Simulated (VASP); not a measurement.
# K (Im-3m) in VASP: single point with PBE

Aim: the single point of K with PBE.

All numbers are computed with VASP 6.6.1; they aren't measurements. Logs are shortened: lines on timing, memory, paths and dates and some standing lists are left out, and cuts for length are marked.

## Step 1: The cell of the first run

The structure is cubic, space group Im-3m (No. 229). The conventional cell has a = 5.339 Å, b = 5.339 Å, c = 5.339 Å, α = 90.00°, β = 90.00°, γ = 90.00°.

## Step 2: Single point, PBE (76.08 Å³/atom)

Input file INCAR:

```
  ALGO = Normal
  EDIFF = 1E-7
  ENCUT = 520
  GGA = PE
  ISIF = 2
  ISMEAR = -1
  LASPH = T
  LCHARG = F
  LREAL = F
  LWAVE = F
  NBANDS = 10
  NELM = 80
  PREC = Accurate
  SIGMA = 0.08
```

Input file KPOINTS:

```
k-points
0
Gamma
  10 10 10
```

Input file POSCAR:

```
K
1.0
   -2.6693463691      2.6693463691      2.6693463691
    2.6693463691     -2.6693463691      2.6693463691
    2.6693463691      2.6693463691     -2.6693463691
K
1
Direct
    0.0000000000      0.0000000000      0.0000000000
```

Potentials or basis: VASP PAW PBE potentials, release 64 (K_sv).

Started as:

```console
$ cat potpaw_PBE.64/K_sv/POTCAR > POTCAR
$ mpirun -np 1 vasp_std > vasp.out
```

OUTCAR:

```text
EDIFF = 1E-7
   ENCUT = 520
   GGA = PE
   ISIF = 2
   ISMEAR = -1
   LASPH = T
   LREAL = F
   NELM = 80
   PREC = Accurate

 ion  position               nearest neighbor table
   1  0.000  0.000  0.000-

  LATTYP: Found a body centered cubic cell.
 ALAT       =     5.3386927382

  Lattice vectors:

 A1 = (  -2.6693463691,   2.6693463691,   2.6693463691)
 A2 = (   2.6693463691,  -2.6693463691,   2.6693463691)
 A3 = (   2.6693463691,   2.6693463691,  -2.6693463691)

Analysis of symmetry for initial positions (statically):
=====================================================================
 Subroutine PRICEL returns:
 Original cell was already a primitive cell.

 Routine SETGRP: Setting up the symmetry group for a
 body centered cubic supercell.

 Subroutine GETGRP returns: Found 48 space group operations
 (whereof 48 operations were pure point group operations)
 out of a pool of 48 trial point group operations.

The static configuration has the point symmetry O_h .

Analysis of symmetry for dynamics (positions and initial velocities):
=====================================================================
 Subroutine PRICEL returns:
 Original cell was already a primitive cell.

 Routine SETGRP: Setting up the symmetry group for a
 body centered cubic supercell.

 Subroutine GETGRP returns: Found 48 space group operations
 (whereof 48 operations were pure point group operations)
 out of a pool of 48 trial point group operations.

The dynamic configuration has the point symmetry O_h .

 Subroutine INISYM returns: Found 48 space group operations
 (whereof 48 operations are pure point group operations),
 and found     1 'primitive' translations

----------------------------------------------------------------------------------------

                                     Primitive cell

  volume of cell :      76.0807

  direct lattice vectors                    reciprocal lattice vectors
    -2.669346369  2.669346369  2.669346369     0.000000000  0.187311773  0.187311773
     2.669346369 -2.669346369  2.669346369     0.187311773  0.000000000  0.187311773
     2.669346369  2.669346369 -2.669346369     0.187311773  0.187311773  0.000000000

  length of vectors
     4.623443534  4.623443534  4.623443534     0.264898849  0.264898849  0.264898849

  position of ions in fractional coordinates (direct lattice)
     0.000000000  0.000000000  0.000000000

  ion indices of the primitive-cell ions
   primitive index   ion index
                 1           1

----------------------------------------------------------------------------------------

 KPOINTS: k-points

Automatic generation of k-mesh.
 Grid dimensions read from file:
 generate k-points for:   10   10   10

 Generating k-lattice:

  Cartesian coordinates                     Fractional coordinates (reciprocal lattice)
     0.000000000  0.018731177  0.018731177     0.100000000  0.000000000  0.000000000
     0.018731177  0.000000000  0.018731177     0.000000000  0.100000000  0.000000000
     0.018731177  0.018731177  0.000000000     0.000000000  0.000000000  0.100000000

  Length of vectors
     0.026489885  0.026489885  0.026489885

  Shift w.r.t. Gamma in fractional coordinates (k-lattice)
     0.000000000  0.000000000  0.000000000

 Subroutine IBZKPT returns following result:
 ===========================================

 Found     47 irreducible k-points:

 Following reciprocal coordinates:
            Coordinates               Weight
  0.000000  0.000000  0.000000      1.000000
  0.100000  0.000000  0.000000     12.000000
  0.200000  0.000000  0.000000     12.000000
  0.300000  0.000000  0.000000     12.000000
  0.400000  0.000000  0.000000     12.000000
  0.500000  0.000000  0.000000      6.000000
[... 16 lines left out ...]
  0.300000  0.300000  0.100000      8.000000
 -0.300000  0.300000  0.100000     24.000000
 [... further k-points ...]
   k-points           NKPTS =     47   k-points in BZ     NKDIM =     47   number of bands    NBANDS=     10
   number of dos      NEDOS =    301   number of ions     NIONS =      1
   total plane-waves  NPLWV =  46656
   dimension x,y,z NGX =    36 NGY =   36 NGZ =   36
   dimension x,y,z NGXF=    72 NGYF=   72 NGZF=   72
   ions per type =               1
   NGX,Y,Z   is equivalent  to a cutoff of  12.94, 12.94, 12.94 a.u.
   NGXF,Y,Z  is equivalent  to a cutoff of  25.89, 25.89, 25.89 a.u.
 SYSTEM =  unknown system
   PREC   = accura    normal or accurate (medium, high low for compatibility)
   ISTART =      0    job   : 0-new  1-cont  2-samecut
   ICHARG =      2    charge: 1-file 2-atom 10-const
   ISPIN  =      1    spin polarized calculation?
   LNONCOLLINEAR =      F non collinear calculations
   LSORBIT =      F    spin-orbit coupling
   LASPH  =      T    aspherical Exc in radial PAW
   ENCUT  =  520.0 eV  38.22 Ry    6.18 a.u.   8.60  8.60  8.60*2*pi/ulx,y,z
   NELM   =     80;   NELMIN=  2; NELMDL= -5     # of ELM steps
   EDIFF  = 0.1E-06   stopping-criterion for ELM
   LREAL  =      F    real-space projection
   EDIFFG = 0.1E-05   stopping-criterion for IOM
   NSW    =      0    number of steps for IOM
   IBRION =     -1    ionic relax: 0-MD 1-quasi-New 2-CG
   NFREE  =      0    steps in history (QN), initial steepest desc. (CG)
   ISIF   =      2    stress and relaxation
   ISYM   =      2    0-nonsym 1-usesym 2-fastsym
   POTIM  = 0.5000    time-step for ionic-motion
   TEBEG  =    0.0;   TEEND  =   0.0 temperature during run
   PSTRESS=    0.0 pullay stress
   NELECT =       9.0000    total number of electrons
   NUPDOWN=      -1.0000    fix difference up-down
   EMIN   =  10.00;   EMAX   =-10.00  energy-range for DOS
   EFERMI =   0.00;   METHOD = LEGACY
   ISMEAR =    -1;   SIGMA  =   0.08  broadening in eV -4-tet -1-fermi 0-gaus
   EFERMI_NEDOS =   21; number of points for ismear=-14 and -15
   IALGO  =     38    algorithm
   IMIX   =      4    mixing-type and parameters
     AMIX     =   0.40;   BMIX     =  1.00
     AMIX_MAG =   1.60;   BMIX_MAG =  1.00
  volume/ion in A,a.u.               =      76.08       513.42
  Fermi-wavevector in a.u.,A,eV,Ry     =   0.803645  1.518668  8.787252  0.645845
  Thomas-Fermi vector in A             =   1.911551
   LORBIT       =      0    0 simple, 1 ext, 2 COOP (PROOUT), +10 PAW based schemes
   GGA     = PE    functional components
   LHFCALC =     F    Hartree Fock is set to
   AEXX    =    0.0000 exact exchange contribution
   IVDW    =     0    specifies the selected vdW correction
   LEPSILON=     F    determine dielectric tensor
   LRPA    =     F    only Hartree local field effects (RPA)
 non-spin polarized calculation
  energy-cutoff  :      520.00
  volume of cell :       76.08
 maximum number of plane-waves:      2093
 NGX is ok and might be reduce to    36
   NGX = 17   NGY = 17   NGZ = 17

 number of electron       9.0000001 magnetization

 Free energy of the ion-electron system (eV)
  ---------------------------------------------------
  ext. energy  EPLUGINS =         0.00000000
  ---------------------------------------------------
  free energy    TOTEN  =        -1.05355306 eV

  energy without entropy =       -1.03508939  energy(sigma->0) =       -1.04432122

 E-fermi :  -0.1923     XC(G=0):  -5.5705

 val. band max:       -0.2016097792   @ k =   0.3000   0.2000   0.0000
 cond. band min:      -0.1074013521   @ k =  -0.4000   0.4000   0.2000
 fundamental gap:      0.0942084272
 Fermi energy:        -0.1923381574

 k-point     1 :       0.0000    0.0000    0.0000
  band No.  band energies     occupation
      1     -32.3454      2.00000
      2     -15.7972      2.00000
      3     -15.7972      2.00000
      4     -15.7972      2.00000
      5      -2.3013      2.00000
      6       4.0676      0.00000
      7       4.0676      0.00000
      8       4.0676      0.00000
      9       4.9564      0.00000
     10       4.9564      0.00000

 k-point     2 :       0.1000    0.0000    0.0000
  band No.  band energies     occupation
      1     -32.3451      2.00000
      2     -15.8030      2.00000
      3     -15.7991      2.00000
      4     -15.7972      2.00000
      5      -2.1805      2.00000
      6       3.8690      0.00000
      7       3.9116      0.00000
      8       4.1620      0.00000
      9       4.7654      0.00000
     10       4.9248      0.00000

 k-point     3 :       0.2000    0.0000    0.0000
  band No.  band energies     occupation
      1     -32.3442      2.00000
      2     -15.8180      2.00000
      3     -15.8042      2.00000
      4     -15.7971      2.00000
      5      -1.8252      2.00000
      6       3.1633      0.00000
      7       3.5781      0.00000
      8       4.4414      0.00000
      9       4.7342      0.00000
     10       4.8912      0.00000

 k-point     4 :       0.3000    0.0000    0.0000
  band No.  band energies     occupation
      1     -32.3431      2.00000
      2     -15.8365      2.00000
      3     -15.8105      2.00000
      4     -15.7971      2.00000
      5      -1.2572      2.00000
      6       2.2556      0.00000
      7       3.2546      0.00000
      8       4.7981      0.00000
      9       4.8938      0.00000
     10       4.9519      0.00000
[... 222 lines left out ...]
 k-point    22 :      -0.2000    0.2000    0.1000
  band No.  band energies     occupation
      1     -32.3439      2.00000
      2     -15.8179      2.00000
      3     -15.8063      2.00000
      4     -15.8019      2.00000
      5      -1.7087      2.00000
      6       3.2017      0.00000
      7       3.5471      0.00000
      8       4.0793      0.00000
      9       4.4643      0.00000
     10       5.2984      0.00000

 k-point    23 :       0.3000    0.3000    0.1000
  band No.  band energies     occupation
      1     -32.3417      2.00000
      2     -15.8345      2.00000
      3     -15.8345      2.00000
      4     -15.8095      2.00000
      5       1.0426      0.00000
      6       1.0426      0.00000
      7       1.3992      0.00000
      8       3.4788      0.00000
      9       5.4128      0.00000
     10       5.4128      0.00000

 k-point    24 :      -0.3000    0.3000    0.1000
  band No.  band energies     occupation
      1     -32.3428      2.00000
      2     -15.8356      2.00000
      3     -15.8126      2.00000
      4     -15.8016      2.00000
      5      -1.1459      1.99999
      6       2.3075      0.00000
      7       3.2569      0.00000
      8       4.1176      0.00000
      9       4.9035      0.00000
     10       5.3183      0.00000

 [... further k-points ...]

------------------------ aborting loop because EDIFF is reached ----------------------------------------

  FORCE on cell =-STRESS in cart. coord.  units (eV):
  Direction    XX          YY          ZZ          XY          YZ          ZX
  --------------------------------------------------------------------------------------
  -------------------------------------------------------------------------------------
  Total       -0.0507606     -0.0507606     -0.0507606     -0.0000000      0.0000000     -0.0000000
  in kB       -1.0689619     -1.0689619     -1.0689619     -0.0000000      0.0000000     -0.0000000
  external PRESSURE =      -1.0689619 kB  Pullay stress =       0.0000000 kB

 VOLUME and BASIS-vectors are now :
 -----------------------------------------------------------------------------
  energy-cutoff  :      520.00
  volume of cell :       76.08
      direct lattice vectors                 reciprocal lattice vectors
    -2.669346369  2.669346369  2.669346369     0.000000000  0.187311773  0.187311773
     2.669346369 -2.669346369  2.669346369     0.187311773  0.000000000  0.187311773
     2.669346369  2.669346369 -2.669346369     0.187311773  0.187311773  0.000000000

 POSITION                                       TOTAL-FORCE (eV/Angst)
 -----------------------------------------------------------------------------------
      0.00000      0.00000      0.00000        -0.000000     -0.000000      0.000000
 -----------------------------------------------------------------------------------
    total drift:                               -0.000000      0.000000      0.000000

  FREE ENERGIE OF THE ION-ELECTRON SYSTEM (eV)
  ---------------------------------------------------
  free  energy   TOTEN  =        -1.0535530578 eV

  energy  without entropy=       -1.0350893851  energy(sigma->0) =       -1.04432122
```

Run time: 22 s. Hardware: 1 thread of Intel Xeon Platinum 8488C (Sapphire Rapids), shared host; peak memory 0.21 GiB.

Results:

| Quantity | Value |
| --- | --- |
| Free energy | -1.0536 eV |
| Pressure | -0.1 GPa |
| Band gap on the k mesh | zero (an odd number of electrons rules out a gap without spin polarisation) |

Levels at points of the mesh, in eV from the Fermi level:
| k point | band 3 | band 4 | band 5 | band 6 | band 7 | band 8 |
| --- | --- | --- | --- | --- | --- | --- |
| (0.00, 0.00, 0.00) | -15.60 | -15.60 | -2.11 | 4.26 | 4.26 | 4.26 |
| (0.50, 0.00, 0.00) | -15.63 | -15.60 | 0.45 | 0.67 | 3.15 | 4.79 |
| (0.50, 0.50, 0.50) | -15.65 | -15.65 | 1.69 | 1.69 | 3.39 | 3.39 |

The gap in the log of VASP goes by the Fermi energy; the results here count the filled bands.